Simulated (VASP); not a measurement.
# WS2 (P6_3/mmc) in VASP: further runs, part 2 of 2

VASP 6.6.1. Earlier steps stand in the parts before.

**3. Single point, PBEsol (strain along c alone, the other axes held: +6.0 %, then relaxed in part)**

Input file INCAR:

```
ALGO     = Normal         # electronic algorithm
EDIFF    = 1E-6           # SCF threshold, eV
ENCUT    = 520            # plane-wave cutoff, eV
GGA      = PS             # functional
ISIF     = 2              # what is computed and relaxed
ISMEAR   = 0              # smearing method
LASPH    = T              # aspherical terms in the spheres
LCHARG   = T              # write CHGCAR
LELF     = T              # ELF
LREAL    = F              # projectors in reciprocal space
LVHAR    = T            
LWAVE    = F              # write WAVECAR
NBANDS   = 35             # bands
NELM     = 100            # most SCF steps
PREC     = Accurate       # precision mode
SIGMA    = 0.02           # smearing width, eV
```

Input file KPOINTS:

```
k-points
0
Gamma
  12 12 2
```

Input file POSCAR:

```
WS2
1.0
    3.1460836903      0.0000000000      0.0000000000
   -1.5730418452      2.7245883983      0.0000000000
    0.0000000000      0.0000000000     13.4668824819
W S
2 4
Direct
    0.3333333333      0.6666666667      0.2500000000
    0.6666666667      0.3333333333      0.7500000000
    0.3333333333      0.6666666667      0.6335737164
    0.6666666667      0.3333333333      0.1335737164
    0.3333333333      0.6666666667      0.8664262836
    0.6666666667      0.3333333333      0.3664262836
```

Potentials or basis: VASP PAW PBE potentials, release 64 (W_sv, S).

Launch:

```bash
cat potpaw_PBE.64/W_sv/POTCAR potpaw_PBE.64/S/POTCAR > POTCAR
mpirun -np 1 vasp_std > vasp.out
```

OUTCAR:

```text
EDIFF = 1E-6
   ENCUT = 520
   GGA = PS
   ISIF = 2
   ISMEAR = 0
   LASPH = T
   LREAL = F
   NELM = 100
   PREC = Accurate

 ion  position               nearest neighbor table
   1  0.333  0.667  0.250-   4 2.40   6 2.40   4 2.40   6 2.40   4 2.40   6 2.40
   2  0.667  0.333  0.750-   3 2.40   5 2.40   3 2.40   5 2.40   3 2.40   5 2.40
   3  0.333  0.667  0.634-   2 2.40   2 2.40   2 2.40
   4  0.667  0.333  0.134-   1 2.40   1 2.40   1 2.40
   5  0.333  0.667  0.866-   2 2.40   2 2.40   2 2.40
   6  0.667  0.333  0.366-   1 2.40   1 2.40   1 2.40

  LATTYP: Found a hexagonal cell.
 ALAT       =     3.1460836903
 C/A-ratio  =     4.2805226458

  Lattice vectors:

 A1 = (   3.1460836903,   0.0000000000,   0.0000000000)
 A2 = (  -1.5730418452,   2.7245883983,   0.0000000000)
 A3 = (   0.0000000000,   0.0000000000,  13.4668824819)

Analysis of symmetry for initial positions (statically):
=====================================================================
 Subroutine PRICEL returns:
 Original cell was already a primitive cell.

 Routine SETGRP: Setting up the symmetry group for a
 hexagonal supercell.

 Subroutine GETGRP returns: Found 24 space group operations
 (whereof 12 operations were pure point group operations)
 out of a pool of 24 trial point group operations.

The static configuration has the point symmetry D_3d.
 The point group associated with its full space group is D_6h.

Analysis of symmetry for dynamics (positions and initial velocities):
=====================================================================
 Subroutine PRICEL returns:
 Original cell was already a primitive cell.

 Routine SETGRP: Setting up the symmetry group for a
 hexagonal supercell.

 Subroutine GETGRP returns: Found 24 space group operations
 (whereof 12 operations were pure point group operations)
 out of a pool of 24 trial point group operations.
[... 124 lines left out ...]
   EFERMI =   0.00;   METHOD = LEGACY
   ISMEAR =     0;   SIGMA  =   0.02  broadening in eV -4-tet -1-fermi 0-gaus
   EFERMI_NEDOS =   21; number of points for ismear=-14 and -15
   IALGO  =     38    algorithm
   IMIX   =      4    mixing-type and parameters
     AMIX     =   0.40;   BMIX     =  1.00
     AMIX_MAG =   1.60;   BMIX_MAG =  1.00
  volume/ion in A,a.u.               =      19.24       129.83
  Fermi-wavevector in a.u.,A,eV,Ry     =   1.254960  2.371530 21.428148  1.574924
  Thomas-Fermi vector in A             =   2.388740
   LORBIT       =      0    0 simple, 1 ext, 2 COOP (PROOUT), +10 PAW based schemes
   GGA     = PS    functional components
   LHFCALC =     F    Hartree Fock is set to
   AEXX    =    0.0000 exact exchange contribution
   IVDW    =     0    specifies the selected vdW correction
   LEPSILON=     F    determine dielectric tensor
   LRPA    =     F    only Hartree local field effects (RPA)
 non-spin polarized calculation
 Gauss-broadening in eV      SIGMA  =   0.02
  energy-cutoff  :      520.00
  volume of cell :      115.44
 maximum number of plane-waves:      3130
 NGX is ok and might be reduce to    24
   NGX = 11   NGY = 11   NGZ = 51

 number of electron      51.9999996 magnetization

 Free energy of the ion-electron system (eV)
  ---------------------------------------------------
  ext. energy  EPLUGINS =         0.00000000
  ---------------------------------------------------
  free energy    TOTEN  =       -50.54150851 eV

  energy without entropy =      -50.54150851  energy(sigma->0) =      -50.54150851

 E-fermi :   6.3818     XC(G=0): -10.4976

 val. band max:        6.0714604005   @ k =   0.0000   0.0000   0.0000
 cond. band min:       7.4748654932   @ k =   0.1667   0.1667   0.0000
 fundamental gap:      1.4034050927
 Fermi energy:         6.3818453194

 k-point     1 :       0.0000    0.0000    0.0000
  band No.  band energies     occupation
      1     -68.1525      2.00000
      2     -68.1524      2.00000
      3     -32.4302      2.00000
      4     -32.4302      2.00000
      5     -32.2357      2.00000
      6     -32.2357      2.00000
[... 901 lines left out ...]
     34      10.3601      0.00000
     35      12.4216      0.00000

 [... further k-points ...]
[... 5 lines left out ...]
  --------------------------------------------------------------------------------------
  -------------------------------------------------------------------------------------
  Total        0.0214183      0.0214183     -0.2010439     -0.0000000     -0.0000000      0.0000000
  in kB        0.2972745      0.2972745     -2.7903792     -0.0000000     -0.0000000      0.0000000
  external PRESSURE =      -0.7319434 kB  Pullay stress =       0.0000000 kB

 VOLUME and BASIS-vectors are now :
 -----------------------------------------------------------------------------
  energy-cutoff  :      520.00
  volume of cell :      115.44
      direct lattice vectors                 reciprocal lattice vectors
     3.146083690  0.000000000  0.000000000     0.317855499  0.183513958  0.000000000
    -1.573041845  2.724588398  0.000000000     0.000000000  0.367027915  0.000000000
     0.000000000  0.000000000 13.466882482     0.000000000  0.000000000  0.074256236

 POSITION                                       TOTAL-FORCE (eV/Angst)
 -----------------------------------------------------------------------------------
     -0.00000      1.81639      3.36672         0.000000     -0.000000      0.000000
      1.57304      0.90820     10.10016        -0.000000      0.000000      0.000000
     -0.00000      1.81639      8.53226         0.000000      0.000000     -0.024294
      1.57304      0.90820      1.79882        -0.000000      0.000000     -0.024294
     -0.00000      1.81639     11.66806         0.000000     -0.000000      0.024294
      1.57304      0.90820      4.93462        -0.000000      0.000000      0.024294
 -----------------------------------------------------------------------------------
    total drift:                               -0.000000      0.000000     -0.000000

  FREE ENERGIE OF THE ION-ELECTRON SYSTEM (eV)
  ---------------------------------------------------
  free  energy   TOTEN  =       -50.5415085105 eV

  energy  without entropy=      -50.5415085105  energy(sigma->0) =      -50.54150851
```

stdout:

```text
POSCAR found type information on POSCAR W S
 POSCAR found :  2 types and       6 ions
 scaLAPACK will be used
 -----------------------------------------------------------------------------
|                                                                             |
|                                                                             |
|     You enforced a specific xc type in the INCAR file but a different       |
|     I HOPE YOU KNOW WHAT YOU ARE DOING!                                     |
|                                                                             |
 -----------------------------------------------------------------------------

 LDA part: xc-table for (Slater+PW92), standard interpolation
 POSCAR, INCAR and KPOINTS ok, starting setup
 FFT: planning ... GRIDC
 FFT: planning ... GRID_SOFT
 FFT: planning ... GRID
 WAVECAR not read
 entering main loop
```

Wall time 76 s (1 thread of Intel Xeon 6975P-C (Granite Rapids), shared host); peak memory 0.29 GiB.

What came out:

| Property | Result |
| --- | --- |
| Free energy | -50.5415 eV |
| Pressure | -0.1 GPa |
| Largest force | 0.024 eV/Å |
| Band gap on the k mesh | 1.40 eV, indirect (least direct gap 1.90 eV) |

Forces on the atoms (eV/Å):
```
W    0.000  0.000  0.000
W    0.000  0.000  0.000
S    0.000  0.000 -0.024
S    0.000  0.000 -0.024
S    0.000  0.000  0.024
S    0.000  0.000  0.024
```

Levels at points of the mesh, in eV from the valence-band top:
```tsv
k point	band 23	band 24	band 25	band 26	band 27	band 28	band 29	band 30
(0.00, 0.00, 0.00)	-1.88	-1.83	-0.83	0.00	2.67	2.67	2.67	2.67
(0.50, 0.00, 0.00)	-1.53	-1.47	-1.32	-1.27	2.68	2.70	3.00	3.19
(0.00, 0.00, 0.50)	-1.88	-1.88	-0.30	-0.30	2.67	2.67	2.67	2.67
(0.50, 0.00, 0.50)	-1.50	-1.50	-1.29	-1.29	2.69	2.69	3.10	3.10
```

Caveat: the cell differs from its parent crystal (strain along c alone, the other axes held: +6.0 %, then relaxed in part); the PAW data sets were made with another functional, which shifts forces and pressure a little; spin-orbit coupling is left out, which moves the levels of the heavy elements; this functional lacks dispersion, which binds the layers, so the pressure and a relaxed spacing across them are unreliable. A k mesh can miss the band edges.

**4. Single point, PBEsol (biaxial strain in the a-b plane: +4.0 %, then relaxed in part)**

Edit INCAR of step 3 so:

```diff
@@ -7,9 +7,7 @@
 LASPH    = T              # aspherical terms in the spheres
-LCHARG   = T              # write CHGCAR
-LELF     = T              # ELF
+LCHARG   = F              # write CHGCAR
 LREAL    = F              # projectors in reciprocal space
-LVHAR    = T            
 LWAVE    = F              # write WAVECAR
 NBANDS   = 35             # bands
-NELM     = 100            # most SCF steps
+NELM     = 60             # most SCF steps
 PREC     = Accurate       # precision mode
```

KPOINTS is that of step 3.

Input file POSCAR:

```
WS2
1.0
    3.2719270380      0.0000000000      0.0000000000
   -1.6359635190      2.8335719342      0.0000000000
    0.0000000000      0.0000000000     12.5084027589
W S
2 4
Direct
    0.3333333333      0.6666666667      0.2500000000
    0.6666666667      0.3333333333      0.7500000000
    0.3333333333      0.6666666667      0.6281687295
    0.6666666667      0.3333333333      0.1281687295
    0.3333333333      0.6666666667      0.8718312705
    0.6666666667      0.3333333333      0.3718312705
```

Launch:

```bash
cat potpaw_PBE.64/W_sv/POTCAR potpaw_PBE.64/S/POTCAR > POTCAR
mpirun -np 1 vasp_std > vasp.out
```

Run time: 64 s. Hardware: 1 thread of Intel Xeon 6975P-C (Granite Rapids), shared host; peak memory 0.28 GiB.

It converged, with:

| Quantity | Value |
| --- | --- |
| Free energy | -50.2655 eV |
| Pressure | -6.7 GPa |
| Largest force | 0.019 eV/Å |
| Band gap on the k mesh | 0.55 eV, indirect (least direct gap 1.39 eV) |

Forces in eV/Å, atoms in the order of the input:
```
W    0.000  0.000  0.000
W    0.000  0.000  0.000
S    0.000  0.000 -0.019
S    0.000  0.000 -0.019
S    0.000  0.000  0.019
S    0.000  0.000  0.019
```

Stress tensor (GPa, compression positive):
```
-10.08   0.00   0.00
  0.00 -10.08   0.00
  0.00   0.00   0.12
```

Levels at points of the mesh, in eV from the valence-band top:
| k point | band 23 | band 24 | band 25 | band 26 | band 27 | band 28 | band 29 | band 30 |
| --- | --- | --- | --- | --- | --- | --- | --- | --- |
| (0.00, 0.00, 0.00) | -2.68 | -1.49 | -0.88 | 0.00 | 1.86 | 1.86 | 1.87 | 1.87 |
| (0.50, 0.00, 0.00) | -2.43 | -2.30 | -1.78 | -1.59 | 1.61 | 1.65 | 2.05 | 2.12 |
| (0.00, 0.00, 0.50) | -2.61 | -2.61 | -0.24 | -0.24 | 1.86 | 1.86 | 1.86 | 1.86 |
| (0.50, 0.00, 0.50) | -2.36 | -2.36 | -1.68 | -1.68 | 1.63 | 1.63 | 2.09 | 2.09 |

Caveat: the cell differs from its parent crystal (biaxial strain in the a-b plane: +4.0 %, then relaxed in part); the PAW data sets were made with another functional, which shifts forces and pressure a little; spin-orbit coupling is left out, which moves the levels of the heavy elements; this functional lacks dispersion, which binds the layers, so the pressure and a relaxed spacing across them are unreliable. A k mesh can miss the band edges.

**5. Summary**

```tsv
cell	gap on the mesh (eV)	pressure (GPa)	largest force (eV/Å)
a = 3.272, b = 3.272, c = 12.400 Å, angles 90.0, 90.0, 120.0°, 6 atoms	0.51	-6.4	0.07
a = 3.146, b = 3.146, c = 13.467 Å, angles 90.0, 90.0, 120.0°, 6 atoms	1.40	-0.1	0.02
a = 3.272, b = 3.272, c = 12.508 Å, angles 90.0, 90.0, 120.0°, 6 atoms	0.55	-6.7	0.02
```

Alike in all rows: task single point; level PBEsol; potentials or basis VASP PAW PBE potentials, release 64 (W_sv, S); no spin polarisation; k mesh 12 × 12 × 2; cutoff (eV) 520; smearing gaussian 0.02 eV.

Caveats: the PAW data sets were made with another functional, which shifts forces and pressure a little; spin-orbit coupling is left out, which moves the levels of the heavy elements; this functional lacks dispersion, which binds the layers, so the pressure and a relaxed spacing across them are unreliable.

Total energies depend on the potentials used, so only differences within one code and one set of settings carry meaning.
